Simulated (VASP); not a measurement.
WS2:

```
CELL_PARAMETERS angstrom
3.16994 0.00000 0.00000
-1.58497 2.74525 0.00000
0.00000 0.00000 12.49112
ATOMIC_POSITIONS crystal
W 0.33333 0.66667 0.25000
W 0.66667 0.33333 0.75000
S 0.33333 0.66667 0.62489
S 0.66667 0.33333 0.12489
S 0.33333 0.66667 0.87511
S 0.66667 0.33333 0.37511
```

Program: VASP 6.6.1. Alike in all runs: task single point; no spin polarisation; cell as given; k mesh 12 × 12 × 2; cutoff (eV) 520.

Task: Order these runs on this cell by their pressure, lowest first.
A. level PBE; potentials or basis VASP PAW PBE potentials, release 64 (W_sv, S); smearing fermi-dirac 0.02 eV
B. level LDA; potentials or basis VASP PAW LDA potentials, release 64 (W_sv, S); smearing gaussian 0.01 eV
C. level r2SCAN+rVV10; potentials or basis VASP PAW PBE potentials, release 64 (W_sv, S); smearing fermi-dirac 0.02 eV

Result: B (-4.4 GPa), C (0.4 GPa), A (3.2 GPa).

Caveats: the cell stands under pressure (at least some runs); this functional lacks dispersion, which binds layers or chains, so the pressure and a relaxed spacing across them are unreliable (at least some runs); the cell stands under tension (at least some runs); the PAW data sets were made with another functional, which shifts forces and pressure a little (at least some runs).
